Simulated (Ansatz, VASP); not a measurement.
## TaAs: VASP beside Ansatz

```
CELL_PARAMETERS angstrom
2.95369 0.00000 0.00000
-1.47684 2.55797 0.00000
0.00000 0.00000 5.20690
ATOMIC_POSITIONS crystal
Ta 0.00000 0.00000 0.88162
As 0.00000 0.00000 0.38162
```

Alike in both runs: functional PBE; k mesh 8 × 8 × 3; occupations gaussian, width 0.2 eV; no spin polarisation.

Ansatz relaxed the structure, and its values are those at the end. VASP's run is a single point on that final structure, the one shown.

```csv
,VASP,Ansatz
version,VASP 6.6.1,Ansatz 0.2.0
potentials or method,"VASP PAW PBE potentials, release 64 (Ta_pv, As), cutoff 500 eV","scalar-relativistic, plane waves, PAW"
valence electrons in the cell,16,28
```

|  | VASP | Ansatz | Ansatz less VASP |
| --- | --- | --- | --- |
| gap on the k mesh at the Fermi level (eV) | none | none | - |
| pressure (GPa) | 0.3 | 0.2 | -0.10 |

A gap of «none» marks a metal or a gap that the smearing closes. VASP's potentials hold 16 valence electrons a cell and Ansatz's 28, so a difference there can come from the potentials and not from the codes.

The k mesh is coarse, so the values compare programs but aren't converged. Neither program's run includes spin-orbit coupling.
